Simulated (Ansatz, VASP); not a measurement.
InAs: VASP beside Ansatz

```
In As
1.0
     0.00000    3.01800    3.01800
     3.01800    0.00000    3.01800
     3.01800    3.01800    0.00000
In As
1 1
Direct
  0.00000 0.00000 0.00000
  0.75000 0.75000 0.75000
```

Alike in both runs: task single point; functional LDA; k mesh 8 × 8 × 8; occupations gaussian, width 0.02 eV; no spin polarisation.

|  | VASP | Ansatz |
| --- | --- | --- |
| version | VASP 6.6.1 | Ansatz 0.2.0 |
| potentials or method | VASP PAW LDA potentials, release 64 (In_d, As) | Ansatz PAW |
| plane-wave cutoff (eV) | 520 | 420 |
| valence electrons in the cell | 18 | 28 |

Ansatz gave:

```
gap on the k mesh at the Fermi level (eV) : none
pressure (GPa)                            : -0.3
```

Task: Which values does VASP return?

Result: gap on the k mesh at the Fermi level (eV): none; pressure (GPa): -0.1.

LDA's correlation is that of Perdew and Zunger in VASP and of Perdew and Wang (1992) in Ansatz. A gap of «none» marks a metal or a gap that the smearing closes. VASP's potentials hold 18 valence electrons a cell and Ansatz's 28, so a difference there can come from the potentials and not from the codes.
